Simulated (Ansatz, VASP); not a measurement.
**One calculation of Si4O, two programs**

```xyz
5
Lattice="3.8333 0.0000 0.0000 0.0000 3.8333 0.0000 0.0000 0.0000 21.2035" Properties=species:S:1:pos:R:3 pbc="T T T"
Si    0.0000    1.9167    4.0000
Si    0.0000    0.0000    5.3553
Si    1.9167    0.0000    6.7680
Si    1.9167    1.9167    8.1035
O     1.9167    2.8750   10.6035
```

Alike in both runs: task single point; functional PBE; dispersion D3(BJ); k mesh 7 × 7 × 1; occupations gaussian, width 0.05 eV; collinear spin.

```csv
,VASP,Ansatz
version,VASP 6.6.1,Ansatz 0.2.0
potentials or method,"VASP PAW PBE potentials, release 64 (Si, O), cutoff 520 eV","scalar-relativistic, plane waves, PAW"
valence electrons in the cell,22,22
```

|  | VASP | Ansatz | Ansatz less VASP |
| --- | --- | --- | --- |
| gap on the k mesh at the Fermi level (eV) | none | none | - |
| rms of the force components (eV/Å) | 0.678 | 0.651 | -0.0279 |
| net moment per atom (μB) | 0.28 | 0.26 | -0.017 |
| size of the moment on the site where the two differ most (μB) | 1.22 | 1.44 | +0.223 |
| work function, face that differs most (eV) | 7.71 | 7.75 | +0.044 |

Site moments also hang on the region over which each program counts them. Atom by atom the forces differ by 0.034 eV/Å (rms over components). A gap of «none» marks a metal or a gap that the smearing closes.
